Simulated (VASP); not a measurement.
Cs3Hg:

```
Cs Hg
1.0
     6.78354    0.00000    0.00000
     0.00000    6.78354    0.00000
     0.00000    0.00000    6.78354
Cs Hg
3 1
Cartesian
  0.0000 3.3918 3.3918
  3.3918 0.0000 3.3918
  3.3918 3.3918 0.0000
  0.0000 0.0000 0.0000
```

Base run:

```yaml
Program: VASP 6.6.1
Functional: BLYP
Potentials_or_basis: VASP PAW PBE potentials, release 64 (Cs_sv, Hg)
Cutoff: 520 eV
k_mesh: 4 × 4 × 4
Occupations: fermi-dirac, width 0.15 eV
Spin: no spin polarisation
```

Its results: pressure 0.3 GPa.

**Question.** The run is repeated on the same cell with these changes: functional from BLYP to PBEsol. What comes out?

**Answer.** Pressure -0.3 GPa.

PBEsol binds more tightly than BLYP, so the same cell stands under less pressure.

Caveats: the PAW data sets were made with another functional, which shifts forces and pressure a little.
